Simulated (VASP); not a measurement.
SmF, 8 atoms in the cell. It takes space group Fm-3m (No. 225, cubic). The conventional cell has a = 5.225 Å, b = 5.225 Å, c = 5.225 Å, α = 90.00°, β = 90.00°, γ = 90.00°. Within 3.4 Å of Sm (site symmetry m-3m) lie 6 F at 2.61 Å. Within 3.4 Å of F (site symmetry m-3m) lie 6 Sm at 2.61 Å. 

* Program: VASP 6.6.1
* Task: single point
* Functional: PBE
* Potentials or basis: VASP PAW PBE potentials, release 64 (Sm_3, F), 4f in core
* Cutoff: 600 eV
* k mesh: 6 × 4 × 4
* Occupations: gaussian, width 0.2 eV
* Spin: no spin polarisation
* Dipole correction: no
* Further INCAR settings: ALGO = Normal; EDIFF = 1e-06; NBANDS = 46

Potentials or basis: VASP PAW PBE potentials, release 64 (Sm_3, F), 4f in core.

The run is started by

```sh
$ cat potpaw_PBE.64/Sm_3/POTCAR potpaw_PBE.64/F/POTCAR > POTCAR
$ mpirun -np 1 vasp_std > vasp.out
```

Hardware: 1 thread of Intel(R) Xeon(R) Platinum 8259CL CPU @ 2.50GHz (Skylake/Cascade Lake), on a shared host.

How long does it take, and how much memory?

Run time: 3.2 min on 1 thread of Intel(R) Xeon(R) Platinum 8259CL CPU @ 2.50GHz (Skylake/Cascade Lake), on a shared host, peak memory 0.36 GiB. Counts: scf iterations 13, k points 28.
